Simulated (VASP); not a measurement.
Set up this calculation in VASP 6.6.1, as the native input.

* Task: single point
* Functional: revPBE
* Potentials or basis: VASP PAW PBE potentials, release 64 (Ni)
* Cutoff: 520 eV
* k mesh: 6 × 6 × 5
* Occupations: fermi-dirac, width 0.1 eV
* Spin: collinear spin, ferromagnetic start
* Starting moments: [0.686, 0.686] μB
* Dipole correction: no
* Further INCAR settings: ALGO = Normal; EDIFF = 1e-06; NBANDS = 21

The structure of Ni lies in POSCAR:

```
Ni
1.0
    2.5011651123      0.0000000000      0.0000000000
    0.0000000000      2.5011651123      0.0000000000
    0.0000000000      0.0000000000      3.5355823492
Ni
2
Direct
    0.0000000000      0.0000000000      0.0000000000
    0.5000000000      0.5000000000      0.5000000000
```

The input as run:

INCAR

```
SYSTEM = Ni
  ALGO = Normal
  EDIFF = 1E-6
  ENCUT = 520
  GGA = RE
  ISIF = 2
  ISMEAR = -1
  ISPIN = 2
  LASPH = .TRUE.
  LCHARG = .FALSE.
  LMAXMIX = 4
  LORBIT = 11
  LREAL = .FALSE.
  LWAVE = .FALSE.
  MAGMOM = 0.686 0.686
  NBANDS = 21
  NELM = 150
  PREC = Accurate
  SIGMA = 0.1
```

KPOINTS

```
k-points
0
G
  6 6 5
  0 0 0
```

Potentials or basis: VASP PAW PBE potentials, release 64 (Ni).

Run with:

```console
$ cat potpaw_PBE.64/Ni/POTCAR > POTCAR
$ mpirun -np 1 vasp_std > vasp.out
```

Results of the run:

The pressure is 1.1 GPa. The net moment is 1.16 μB per cell and the site moments are Ni +0.60 μB. The valence electrons inside the program's atomic spheres are Ni 9.28.

Caveat: the k points lie up to 0.42 Å⁻¹ apart; the PAW data sets were made with another functional, which shifts forces and pressure a little.

Run time: 16 s on 1 thread of Intel(R) Xeon(R) Platinum 8488C (Sapphire Rapids), on a shared host, peak memory 0.15 GiB.
